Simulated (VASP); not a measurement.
# Fe (Fmmm) in VASP: notebook

Fe is run at these levels: r2SCAN; tasks: single point.

Everything below comes from runs of VASP 6.6.1. Logs are shortened: lines on timing, memory, paths and dates and some standing lists are left out, and cuts for length are marked.

### Step 1. The cell of the first run

Symmetry: Fmmm, No. 69, orthorhombic system. Conventional cell: a = 2.997 Å, b = 3.883 Å, c = 3.930 Å, α = 90.00°, β = 90.00°, γ = 90.00°. Within 3.2 Å of Fe (site symmetry mmm) lie 14 Fe at 2.45 to 3.00 Å.

### Step 2. Single point, r2SCAN, collinear spin, ferromagnetic start

File POSCAR:

```
Fe
1.0
    0.0000000000     -1.9417396906      1.9651051623
    0.0000000000      1.9417396906      1.9651051623
   -2.9968794198      0.0000000000      0.0000000000
Fe
2
Direct
    0.0000000000      0.0000000000      0.0000000000
    0.5000000000      0.5000000000      0.5000000000
```

File INCAR.step1:

```
SYSTEM = Fe
  PREC = Accurate
  ENCUT = 520
  ISMEAR = -1
  SIGMA = 0.1
  LREAL = .FALSE.
  LASPH = .TRUE.
  NELM = 150
  ISPIN = 2
  MAGMOM = 3 3
  LMAXMIX = 4
  NBANDS = 19
  GGA = PE
  ALGO = Normal
  EDIFF = 1E-4
  LWAVE = .TRUE.
  LCHARG = .FALSE.
```

File INCAR.step2:

```
SYSTEM = Fe
  PREC = Accurate
  ENCUT = 520
  EDIFF = 1E-6
  ISMEAR = -1
  SIGMA = 0.1
  LREAL = .FALSE.
  LASPH = .TRUE.
  NELM = 150
  ALGO = Normal
  ISIF = 2
  LWAVE = .FALSE.
  LCHARG = .FALSE.
  ISPIN = 2
  MAGMOM = 3 3
  LORBIT = 11
  LMAXMIX = 4
  METAGGA = R2SCAN
  LMIXTAU = .TRUE.
  NBANDS = 19
  ISTART = 1
```

File KPOINTS:

```
regular mesh
0
G
  9 9 9
  0 0 0
```

Potentials or basis: VASP PAW PBE potentials, release 64 (Fe).

The run is started by

```
cat potpaw_PBE.64/Fe/POTCAR > POTCAR
cp INCAR.step1 INCAR
mpirun -np 1 vasp_std > vasp.out
cp INCAR.step2 INCAR
mpirun -np 1 vasp_std > vasp.out
```

OUTCAR:

```text
SYSTEM = Fe
   PREC = Accurate
   ENCUT = 520
   EDIFF = 1E-6
   ISMEAR = -1
   LREAL = .FALSE.
   LASPH = .TRUE.
   NELM = 150
   ISIF = 2
   ISPIN = 2
   LORBIT = 11
   METAGGA = R2SCAN
   ISTART = 1

 ion  position               nearest neighbor table
   1  0.000  0.000  0.000-   2 2.45   2 2.45   2 2.45   2 2.45   2 2.47   2 2.47   2 2.47   2 2.47

   2  0.500  0.500  0.500-   1 2.45   1 2.45   1 2.45   1 2.45   1 2.47   1 2.47   1 2.47   1 2.47

  LATTYP: Found a base centered orthorhombic cell.
 ALAT       =     3.8834793812
 B/A-ratio  =     1.0120332668
 C/A-ratio  =     0.7716995832

  Lattice vectors:

 A1 = (   0.0000000000,  -1.9417396906,  -1.9651051623)
 A2 = (   0.0000000000,  -1.9417396906,   1.9651051623)
 A3 = (  -2.9968794198,   0.0000000000,   0.0000000000)

Analysis of symmetry for initial positions (statically):
=====================================================================
 Subroutine PRICEL returns following result:

  LATTYP: Found a face centered orthorhombic cell.
 ALAT       =     2.9968794198
 B/A-ratio  =     1.2958410524
 C/A-ratio  =     1.3114342535

  Lattice vectors:

 A1 = (   0.0000000000,  -1.9417396906,   1.9651051623)
 A2 = (  -1.4984397099,   0.0000000000,   1.9651051623)
 A3 = (  -1.4984397099,  -1.9417396906,   0.0000000000)

   2 primitive cells build up your supercell.

 Routine SETGRP: Setting up the symmetry group for a
 base centered orthorhombic supercell.

 Subroutine GETGRP returns: Found  8 space group operations
 (whereof  8 operations were pure point group operations)
 out of a pool of  8 trial point group operations.

The static configuration has the point symmetry D_2h.

Analysis of symmetry for dynamics (positions and initial velocities):
=====================================================================
 Subroutine PRICEL returns following result:

  LATTYP: Found a face centered orthorhombic cell.
 ALAT       =     2.9968794198
 B/A-ratio  =     1.2958410524
 C/A-ratio  =     1.3114342535

  Lattice vectors:

 A1 = (   0.0000000000,  -1.9417396906,   1.9651051623)
 A2 = (  -1.4984397099,   0.0000000000,   1.9651051623)
 A3 = (  -1.4984397099,  -1.9417396906,   0.0000000000)

   2 primitive cells build up your supercell.

 Routine SETGRP: Setting up the symmetry group for a
 base centered orthorhombic supercell.

 Subroutine GETGRP returns: Found  8 space group operations
 (whereof  8 operations were pure point group operations)
 out of a pool of  8 trial point group operations.

The dynamic configuration has the point symmetry D_2h.

Analysis of structural, dynamic, and magnetic symmetry:
=====================================================================
 Subroutine PRICEL returns following result:

  LATTYP: Found a face centered orthorhombic cell.
 ALAT       =     2.9968794198
 B/A-ratio  =     1.2958410524
 C/A-ratio  =     1.3114342535

  Lattice vectors:

 A1 = (   0.0000000000,  -1.9417396906,   1.9651051623)
 A2 = (  -1.4984397099,   0.0000000000,   1.9651051623)
 A3 = (  -1.4984397099,  -1.9417396906,   0.0000000000)

   2 primitive cells build up your supercell.

 Routine SETGRP: Setting up the symmetry group for a
 base centered orthorhombic supercell.

 Subroutine GETGRP returns: Found  8 space group operations
 (whereof  8 operations were pure point group operations)
 out of a pool of  8 trial point group operations.

The overall configuration has the point symmetry D_2h.

 Subroutine INISYM returns: Found  8 space group operations
 (whereof  8 operations are pure point group operations),
 and found     2 'primitive' translations

----------------------------------------------------------------------------------------

                                     Primitive cell

  volume of cell :      11.4353

  direct lattice vectors                    reciprocal lattice vectors
     0.000000000 -1.941739691  1.965105162     0.333680426 -0.257501045  0.254439309
    -1.498439710  0.000000000  1.965105162    -0.333680426  0.257501045  0.254439309
    -1.498439710 -1.941739691  0.000000000    -0.333680426 -0.257501045 -0.254439309

  length of vectors
     2.762605894  2.471226388  2.452687218     0.492329947  0.492329947  0.492329947

  position of ions in fractional coordinates (direct lattice)
     0.000000000  0.000000000  0.000000000

  ion indices of the primitive-cell ions
   primitive index   ion index
                 1           1

----------------------------------------------------------------------------------------

 KPOINTS: regular mesh

Automatic generation of k-mesh.
 Grid dimensions read from file:
 generate k-points for:    9    9    9

 Generating k-lattice:

  Cartesian coordinates                     Fractional coordinates (reciprocal lattice)
     0.000000000 -0.028611227  0.028271034     0.111111111  0.000000000  0.000000000
     0.000000000  0.028611227  0.028271034     0.000000000  0.111111111  0.000000000
    -0.037075603  0.000000000  0.000000000     0.000000000  0.000000000  0.111111111

  Length of vectors
     0.040222552  0.040222552  0.037075603

  Shift w.r.t. Gamma in fractional coordinates (k-lattice)
     0.000000000  0.000000000  0.000000000

 Subroutine IBZKPT returns following result:
 ===========================================

 Found    125 irreducible k-points:

 Following reciprocal coordinates:
            Coordinates               Weight
  0.000000  0.000000  0.000000      1.000000
  0.111111  0.000000  0.000000      4.000000
  0.222222  0.000000  0.000000      4.000000
  0.333333  0.000000  0.000000      4.000000
  0.444444  0.000000  0.000000      4.000000
  0.111111  0.111111  0.000000      2.000000
[... 16 lines left out ...]
 -0.333333  0.333333  0.000000      2.000000
  0.444444  0.444444  0.000000      2.000000
 [... further k-points ...]
   k-points           NKPTS =    125   k-points in BZ     NKDIM =    125   number of bands    NBANDS=     19
   number of dos      NEDOS =    301   number of ions     NIONS =      2
   total plane-waves  NPLWV =  13824
   dimension x,y,z NGX =    24 NGY =   24 NGZ =   24
   dimension x,y,z NGXF=    48 NGYF=   48 NGZF=   48
   ions per type =               2
   NGX,Y,Z   is equivalent  to a cutoff of  14.44, 14.44, 13.31 a.u.
   NGXF,Y,Z  is equivalent  to a cutoff of  28.89, 28.89, 26.63 a.u.
 SYSTEM =  Fe
   PREC   = accura    normal or accurate (medium, high low for compatibility)
   ISTART =      1    job   : 0-new  1-cont  2-samecut
   ICHARG =      0    charge: 1-file 2-atom 10-const
   ISPIN  =      2    spin polarized calculation?
   LNONCOLLINEAR =      F non collinear calculations
   LSORBIT =      F    spin-orbit coupling
   LASPH  =      T    aspherical Exc in radial PAW
   ENCUT  =  520.0 eV  38.22 Ry    6.18 a.u.   5.14  5.14  5.57*2*pi/ulx,y,z
   NELM   =    150;   NELMIN=  2; NELMDL=  0     # of ELM steps
   EDIFF  = 0.1E-05   stopping-criterion for ELM
   LREAL  =      F    real-space projection
   EDIFFG = 0.1E-04   stopping-criterion for IOM
   NSW    =      0    number of steps for IOM
   IBRION =     -1    ionic relax: 0-MD 1-quasi-New 2-CG
   NFREE  =      0    steps in history (QN), initial steepest desc. (CG)
   ISIF   =      2    stress and relaxation
   ISYM   =      2    0-nonsym 1-usesym 2-fastsym
   POTIM  = 0.5000    time-step for ionic-motion
   TEBEG  =    0.0;   TEEND  =   0.0 temperature during run
   PSTRESS=    0.0 pullay stress
   NELECT =      16.0000    total number of electrons
   NUPDOWN=      -1.0000    fix difference up-down
   EMIN   =  10.00;   EMAX   =-10.00  energy-range for DOS
   EFERMI =   0.00;   METHOD = LEGACY
   ISMEAR =    -1;   SIGMA  =   0.10  broadening in eV -4-tet -1-fermi 0-gaus
   EFERMI_NEDOS =   21; number of points for ismear=-14 and -15
   IALGO  =     38    algorithm
   IMIX   =      4    mixing-type and parameters
     AMIX     =   0.40;   BMIX     =  1.00
     AMIX_MAG =   1.60;   BMIX_MAG =  1.00
  volume/ion in A,a.u.               =      11.44        77.17
  Fermi-wavevector in a.u.,A,eV,Ry     =   1.453303  2.746344 28.736719  2.112089
  Thomas-Fermi vector in A             =   2.570585
   LORBIT       =     11    0 simple, 1 ext, 2 COOP (PROOUT), +10 PAW based schemes
   METAGGA = R2SCAN    functional components
   LHFCALC =     F    Hartree Fock is set to
   AEXX    =    0.0000 exact exchange contribution
   IVDW    =     0    specifies the selected vdW correction
   LEPSILON=     F    determine dielectric tensor
   LRPA    =     F    only Hartree local field effects (RPA)
 spin polarized calculation
  energy-cutoff  :      520.00
  volume of cell :       22.87
 maximum number of plane-waves:       628
 NGX is ok and might be reduce to    24
   NGX = 11   NGY = 11   NGZ = 11

 number of electron      15.9999998 magnetization       5.2842058

 Free energy of the ion-electron system (eV)
  ---------------------------------------------------
  ext. energy  EPLUGINS =         0.00000000
  ---------------------------------------------------
  free energy    TOTEN  =       -28.71176895 eV

  energy without entropy =      -28.66474008  energy(sigma->0) =      -28.68825451

 E-fermi :   5.7515     XC(G=0): -14.2020

 val. band max:        5.7513886724   @ k =   0.4444   0.0000   0.2222
 cond. band min:       5.7542666266   @ k =  -0.1111   0.1111   0.2222
 fundamental gap:      0.0028779542
 Fermi energy:         5.7514916236

 spin component 1

 k-point     1 :       0.0000    0.0000    0.0000
  band No.  band energies     occupation
      1      -2.9268      1.00000
      2       0.2327      1.00000
      3       0.4056      1.00000
      4       2.5610      1.00000
      5       2.6321      1.00000
      6       2.9314      1.00000
[... 505 lines left out ...]
      6       4.1520      1.00000
[... 11 lines left out ...]
     18      25.1494      0.00000
     19      28.6197      0.00000

 [... further k-points ...]

 spin component 2

 k-point     1 :       0.0000    0.0000    0.0000
  band No.  band energies     occupation
      1      -3.4822      1.00000
      2       2.8470      1.00000
      3       3.0238      1.00000
      4       5.7711      0.45111
      5       5.9482      0.12274
      6       6.5662      0.00029
[... 505 lines left out ...]
      6       6.1343      0.02129
[... 11 lines left out ...]
     18      26.4938      0.00000
     19      29.5354      0.00000

 [... further k-points ...]
[... 5 lines left out ...]
  --------------------------------------------------------------------------------------
  -------------------------------------------------------------------------------------
  Total        0.3173526      1.2498123      1.0748201      0.0000000     -0.0000000      0.0000000
  in kB       22.2319017     87.5546677     75.2957190      0.0000000     -0.0000000      0.0000000
  external PRESSURE =      61.6940961 kB  Pullay stress =       0.0000000 kB

 VOLUME and BASIS-vectors are now :
 -----------------------------------------------------------------------------
  energy-cutoff  :      520.00
  volume of cell :       22.87
      direct lattice vectors                 reciprocal lattice vectors
     0.000000000 -1.941739691  1.965105162     0.000000000 -0.257501045  0.254439309
     0.000000000  1.941739691  1.965105162     0.000000000  0.257501045  0.254439309
    -2.996879420  0.000000000  0.000000000    -0.333680426  0.000000000  0.000000000

 POSITION                                       TOTAL-FORCE (eV/Angst)
 -----------------------------------------------------------------------------------
      0.00000      0.00000      0.00000        -0.000000     -0.000000      0.000000
     -1.49844      0.00000      1.96511         0.000000      0.000000     -0.000000
 -----------------------------------------------------------------------------------
    total drift:                                0.000000      0.000000      0.000000

  FREE ENERGIE OF THE ION-ELECTRON SYSTEM (eV)
  ---------------------------------------------------
  free  energy   TOTEN  =       -28.7117689482 eV

  energy  without entropy=      -28.6647400798  energy(sigma->0) =      -28.68825451

 total charge

# of ion       s       p       d       tot
------------------------------------------
    1        0.493   0.573   6.196   7.262
    2        0.493   0.573   6.196   7.262
--------------------------------------------------
tot          0.986   1.145  12.393  14.524

 magnetization (x)

# of ion       s       p       d       tot
------------------------------------------
    1       -0.012  -0.107   2.812   2.694
    2       -0.012  -0.107   2.812   2.694
--------------------------------------------------
tot         -0.023  -0.214   5.625   5.387
```

Run time: 3.6 min. Hardware: 1 thread of Intel Xeon Platinum 8488C (Sapphire Rapids), shared host; peak memory 0.21 GiB.

Results:

```
Free energy                                           : -28.7118 eV
Pressure                                              : 6.2 GPa
Net moment                                            : 5.28 μB per cell
Site moments                                          : Fe +2.69 μB
Valence electrons inside the program's atomic spheres : Fe 7.26
```

Stress tensor (GPa, compression positive):
```
2.22 0.00 0.00
0.00 8.76 0.00
0.00 0.00 7.53
```

Caveat: the PAW data sets were made with another functional, which shifts forces and pressure a little.

### Step 3. Single point, r2SCAN, collinear spin, antiferromagnetic start

POSCAR is that of step 2.

File INCAR.step1:

```
SYSTEM = Fe
PREC = Accurate
ENCUT = 520
ISMEAR = -1
SIGMA = 0.1
LREAL = .False.
LASPH = .True.
NELM = 150
ISPIN = 2
MAGMOM = 3 -3
LMAXMIX = 4
NBANDS = 19
GGA = PE
ALGO = Normal
EDIFF = 1E-4
LWAVE = .True.
LCHARG = .False.
```

File INCAR.step2:

```
SYSTEM = Fe
PREC = Accurate
ENCUT = 520
EDIFF = 1E-6
ISMEAR = -1
SIGMA = 0.1
LREAL = .False.
LASPH = .True.
NELM = 150
ALGO = Normal
ISIF = 2
LWAVE = .False.
LCHARG = .False.
ISPIN = 2
MAGMOM = 3 -3
LORBIT = 11
LMAXMIX = 4
METAGGA = R2SCAN
LMIXTAU = .True.
NBANDS = 19
ISTART = 1
```

File KPOINTS:

```
regular mesh
0
Gamma
  9 9 9
  0 0 0
```

Potentials or basis: VASP PAW PBE potentials, release 64 (Fe).

The run is started by

```
cat potpaw_PBE.64/Fe/POTCAR > POTCAR
cp INCAR.step1 INCAR
mpirun -np 1 vasp_std > vasp.out
cp INCAR.step2 INCAR
mpirun -np 1 vasp_std > vasp.out
```

OUTCAR:

```text
SYSTEM = Fe
   PREC = Accurate
   ENCUT = 520
   EDIFF = 1E-6
   ISMEAR = -1
   LREAL = .False.
   LASPH = .True.
   NELM = 150
   ISIF = 2
   ISPIN = 2
   LORBIT = 11
   METAGGA = R2SCAN
   ISTART = 1

 ion  position               nearest neighbor table
   1  0.000  0.000  0.000-   2 2.45   2 2.45   2 2.45   2 2.45   2 2.47   2 2.47   2 2.47   2 2.47

   2  0.500  0.500  0.500-   1 2.45   1 2.45   1 2.45   1 2.45   1 2.47   1 2.47   1 2.47   1 2.47

  LATTYP: Found a base centered orthorhombic cell.
 ALAT       =     3.8834793812
 B/A-ratio  =     1.0120332668
 C/A-ratio  =     0.7716995832

  Lattice vectors:

 A1 = (   0.0000000000,  -1.9417396906,  -1.9651051623)
 A2 = (   0.0000000000,  -1.9417396906,   1.9651051623)
 A3 = (  -2.9968794198,   0.0000000000,   0.0000000000)

Analysis of symmetry for initial positions (statically):
=====================================================================
 Subroutine PRICEL returns following result:

  LATTYP: Found a face centered orthorhombic cell.
 ALAT       =     2.9968794198
 B/A-ratio  =     1.2958410524
[... 759 lines left out ...]
  band No.  band energies     occupation
      1      -3.1773      1.00000
      2       0.8962      1.00000
      3       1.2018      1.00000
      4       3.4683      1.00000
      5       3.5029      1.00000
      6       3.7281      1.00000
[... 517 lines left out ...]
     18      25.8801      0.00000
     19      28.9831      0.00000

 [... further k-points ...]
[... 5 lines left out ...]
  --------------------------------------------------------------------------------------
  -------------------------------------------------------------------------------------
  Total        2.6862733      0.1775255      0.0901341      0.0000000      0.0000000      0.0000000
  in kB      188.1848694     12.4364141      6.3142751      0.0000000      0.0000000      0.0000000
  external PRESSURE =      68.9785195 kB  Pullay stress =       0.0000000 kB

 VOLUME and BASIS-vectors are now :
 -----------------------------------------------------------------------------
  energy-cutoff  :      520.00
  volume of cell :       22.87
      direct lattice vectors                 reciprocal lattice vectors
     0.000000000 -1.941739691  1.965105162     0.000000000 -0.257501045  0.254439309
     0.000000000  1.941739691  1.965105162     0.000000000  0.257501045  0.254439309
    -2.996879420  0.000000000  0.000000000    -0.333680426  0.000000000  0.000000000

 POSITION                                       TOTAL-FORCE (eV/Angst)
 -----------------------------------------------------------------------------------
      0.00000      0.00000      0.00000        -0.000000      0.000000      0.000000
     -1.49844      0.00000      1.96511         0.000000     -0.000000     -0.000000
 -----------------------------------------------------------------------------------
    total drift:                                0.000000      0.000000      0.000000

  FREE ENERGIE OF THE ION-ELECTRON SYSTEM (eV)
  ---------------------------------------------------
  free  energy   TOTEN  =       -27.3932229307 eV

  energy  without entropy=      -27.2854905617  energy(sigma->0) =      -27.33935675

 total charge

# of ion       s       p       d       tot
------------------------------------------
    1        0.514   0.600   6.152   7.265
    2        0.514   0.600   6.152   7.265
--------------------------------------------------
tot          1.027   1.200  12.303  14.530

 magnetization (x)

# of ion       s       p       d       tot
------------------------------------------
    1        0.057   0.051   2.406   2.514
    2       -0.057  -0.051  -2.406  -2.514
--------------------------------------------------
tot          0.000   0.000   0.000   0.000
```

OUTCAR.step1:

```text
SYSTEM = Fe
   PREC = Accurate
   ENCUT = 520
   ISMEAR = -1
   LREAL = .False.
   LASPH = .True.
[... 1337 lines left out ...]
      0.00000      0.00000      0.00000        -0.000000     -0.000000     -0.000000
     -1.49844      0.00000      1.96511         0.000000      0.000000      0.000000
 -----------------------------------------------------------------------------------
    total drift:                                0.000000      0.000000      0.000000

  FREE ENERGIE OF THE ION-ELECTRON SYSTEM (eV)
  ---------------------------------------------------
  free  energy   TOTEN  =       -15.7197971743 eV

  energy  without entropy=      -15.5509953569  energy(sigma->0) =      -15.63539627
```

OSZICAR.step1:

```text
N       E                     dE             d eps       ncg     rms          rms(c)
DAV:   1     0.760648349525E+02    0.76065E+02   -0.70548E+03 10228   0.109E+03
DAV:   2    -0.150004117852E+02   -0.91065E+02   -0.80171E+02  9527   0.202E+02
DAV:   3    -0.183362806538E+02   -0.33359E+01   -0.31253E+01 10449   0.495E+01
DAV:   4    -0.183633667754E+02   -0.27086E-01   -0.27061E-01 10646   0.415E+00
DAV:   5    -0.183636736769E+02   -0.30690E-03   -0.30689E-03 10751   0.421E-01    0.164E+01
DAV:   6    -0.159318277773E+02    0.24318E+01   -0.69288E+00 10364   0.557E+01    0.709E+00
DAV:   7    -0.157494914386E+02    0.18234E+00   -0.75101E-01 10570   0.154E+01    0.377E+00
DAV:   8    -0.157328574843E+02    0.16634E-01   -0.86958E-03 11353   0.118E+00    0.113E+00
DAV:   9    -0.157209537450E+02    0.11904E-01   -0.30341E-03 15767   0.122E+00    0.341E-01
DAV:  10    -0.157197571704E+02    0.11966E-02   -0.10455E-03 14569   0.522E-01    0.127E-01
DAV:  11    -0.157197971743E+02   -0.40004E-04   -0.58362E-05  5909   0.157E-01
   1 F= -.15719797E+02 E0= -.15635396E+02  d E =-.168802E+00  mag=     0.0000
```

It took 4.7 min on 1 thread of Intel Xeon Platinum 8488C (Sapphire Rapids), shared host; peak memory 0.21 GiB.

What came out:

- Free energy: -27.3932 eV
- Pressure: 6.9 GPa
- Band gap on the k mesh: zero (filled and empty bands overlap)
- Net moment: 0.00 μB per cell
- Site moments: Fe +2.51, -2.51 μB
- Valence electrons inside the program's atomic spheres: Fe 7.26

Stress tensor (GPa, compression positive):
```
18.82  0.00  0.00
 0.00  1.24  0.00
 0.00  0.00  0.63
```

Caveat: the PAW data sets were made with another functional, which shifts forces and pressure a little.
